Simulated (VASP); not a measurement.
MnS:

```xyz
2
Lattice="0.0000 2.6045 2.6045 2.6045 0.0000 2.6045 2.6045 2.6045 0.0000" Properties=species:S:1:pos:R:3 pbc="T T T"
Mn    0.0000    0.0000    0.0000
S     2.6045    2.6045    2.6045
```

| Item | Value |
| --- | --- |
| Program | VASP 6.6.1 |
| Task | relaxation of cell and atoms |
| Functional | PBE |
| Potentials or basis | VASP PAW PBE potentials, release 64 (Mn_pv, S) |
| Cutoff | 600 eV |
| k mesh | 11 × 11 × 11 |
| Occupations | fermi-dirac, width 0.1 eV |
| Spin | collinear spin, ferromagnetic start |
| Starting moments | [2.8, 0.0] μB |
| Hubbard terms | Mn d U = 4.4 eV, J = 0.9 eV |

At the start: pressure 3.8 GPa; volume 17.67 Å³/atom.

Q: How do energy, volume and symmetry change on relaxing?

A: Over 3 steps the energy falls by 9.4 meV/atom and the volume is 18.48 Å³/atom (+4.6 %); space group Fm-3m (No. 225, to 0.1 Å) before and after; moment 5.00 μB per cell.

The path:
```tsv
step	energy change (eV)	largest force (eV/Å)	pressure (GPa)	volume (Å³)
1	0.0000	0.0000	3.84	35.33
2	-0.0166	0.0000	-1.17	37.54
3	-0.0187	0.0000	0.01	36.96
```

Final structure:
```yaml
crystal:
  lattice:
    - [0.00000, 2.64380, 2.64380]
    - [2.64380, 0.00000, 2.64380]
    - [2.64380, 2.64380, 0.00000]
  atoms:
    - { symbol: Mn, position: [0.00000, 0.00000, 0.00000] }
    - { symbol: S, position: [0.50000, 0.50000, 0.50000] }
```

Caveat: a cell with one magnetic atom can't hold antiferromagnetic order, which such compounds often take.
